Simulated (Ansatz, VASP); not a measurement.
ZrC: VASP beside Ansatz

File INCAR:

```
SYSTEM = ZrC
ALGO = Normal ; EDIFF = 1E-6
ENCUT = 520 ; GGA = PS
ISIF = 2 ; ISMEAR = 0
LASPH = .TRUE. ; LCHARG = .FALSE.
LREAL = .FALSE. ; LWAVE = .FALSE.
NBANDS = 15 ; NELM = 100
PREC = Accurate ; SIGMA = 0.15
```

The input KPOINTS:

```
k-points
0
G
  18 18 18
  0 0 0
```

Contents of POSCAR:

```
ZrC
1.0
    0.0000000000      2.3502100000      2.3502100000
    2.3502100000      0.0000000000      2.3502100000
    2.3502100000      2.3502100000      0.0000000000
Zr C
1 1
Direct
    0.4887173894      0.5112826106      0.5000000000
    0.0000000000      0.0000000000      0.0000000000
```

Input for Ansatz:

```yaml
crystal:
  lattice:
    - [0.0, 2.35021, 2.35021]
    - [2.35021, 0.0, 2.35021]
    - [2.35021, 2.35021, 0.0]
  atoms:
    - { symbol: Zr, position: [0.4887173894, 0.5112826106, 0.5] }
    - { symbol: C, position: [0.0, 0.0, 0.0] }
basis:
  ecutwfc: 420
kpoints:
  mp_grid: { grid: [18, 18, 18] }
hamiltonian:
  xc: pbesol
scf:
  occupations: { method: gaussian, width: 0.15 }
output:
  forces: true
  stress: true
  eigenvalues: true
```

Change from the starting cell: all Zr atoms moved +0.037 Å, as atom 1 along Cartesian [1 -1 0].

Alike in both runs: task single point; functional PBEsol; k mesh 18 × 18 × 18; occupations gaussian, width 0.15 eV; no spin polarisation.

```csv
,VASP,Ansatz
version,VASP 6.6.1,Ansatz 0.2.0
potentials or method,"VASP PAW PBE potentials, release 64 (Zr_sv, C), cutoff 520 eV","scalar-relativistic, plane waves, PAW"
valence electrons in the cell,16,16
```

Ansatz gave:

- gap on the k mesh at the Fermi level (eV): none
- pressure (GPa): -4.5
- traceless stress, the component that is largest in VASP (GPa): -0.12
- rms of the force components (eV/Å): 0.150

Estimate VASP's values.

gap on the k mesh at the Fermi level (eV): none; pressure (GPa): -4.1; traceless stress, the component that is largest in VASP (GPa): -0.12; rms of the force components (eV/Å): 0.151.

VASP's potentials were made for PBE, not for PBEsol. Atom by atom the forces differ by 0.001 eV/Å (rms over components). A gap of «none» marks a metal or a gap that the smearing closes. With one functional, cell and mesh, what is left measures potentials, basis and numerics.
